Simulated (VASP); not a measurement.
Set up this calculation in VASP 6.6.1, as the native input.

- Task: single point
- Functional: PBEsol
- Potentials or basis: VASP PAW PBE potentials, release 64 (Ga_d, P)
- Cutoff: 520 eV
- k mesh: 9 × 9 × 9
- Occupations: gaussian, width 0.05 eV
- Spin: no spin polarisation
- Dipole correction: no
- Further INCAR settings: ALGO = Normal; EDIFF = 1e-06; NBANDS = 26

The structure of GaP lies in POSCAR:

```
GaP
1.0
    1.9430151755      1.1218003346      6.9452749083
   -1.9430151755      1.1218003346      6.9452749083
    0.0000000000     -2.2436006692      6.9452749083
Ga P
2 2
Direct
    0.4353720000      0.4353720000      0.4353720000
    0.5646280000      0.5646280000      0.5646280000
    0.0573890000      0.0573890000      0.0573890000
    0.9426110000      0.9426110000      0.9426110000
```

This cell differs from its parent crystal: strain +0.000 along x and y, +0.080 along z.

One way to write it, as run:

INCAR

```
SYSTEM = GaP
ALGO = Normal ; EDIFF = 1E-6
ENCUT = 520 ; GGA = PS
ISIF = 2 ; ISMEAR = 0
LASPH = .True. ; LCHARG = .False.
LREAL = .False. ; LWAVE = .False.
NBANDS = 26 ; NELM = 100
PREC = Accurate ; SIGMA = 0.05
```

KPOINTS

```
k-points
0
Gamma
  9 9 9
  0 0 0
```

Potentials or basis: VASP PAW PBE potentials, release 64 (Ga_d, P).

Run with:

```console
$ cat potpaw_PBE.64/Ga_d/POTCAR potpaw_PBE.64/P/POTCAR > POTCAR
$ mpirun -np 1 vasp_std > vasp.out
```

Results of the run:

* Pressure: -7.0 GPa
* Largest force: 0.490 eV/Å
* Band gap on the k mesh: 0.16 eV

Caveat: the cell differs from its parent crystal (strain +0.000 along x and y, +0.080 along z); the cell stands under tension; the PAW data sets were made with another functional, which shifts forces and pressure a little; an odd mesh through Γ misses points on the zone boundary, where band edges can lie.

Wall time 8.3 min on 1 thread of Intel(R) Xeon(R) Platinum 8259CL CPU @ 2.50GHz (Skylake/Cascade Lake), with other jobs on the host, peak memory 0.49 GiB.
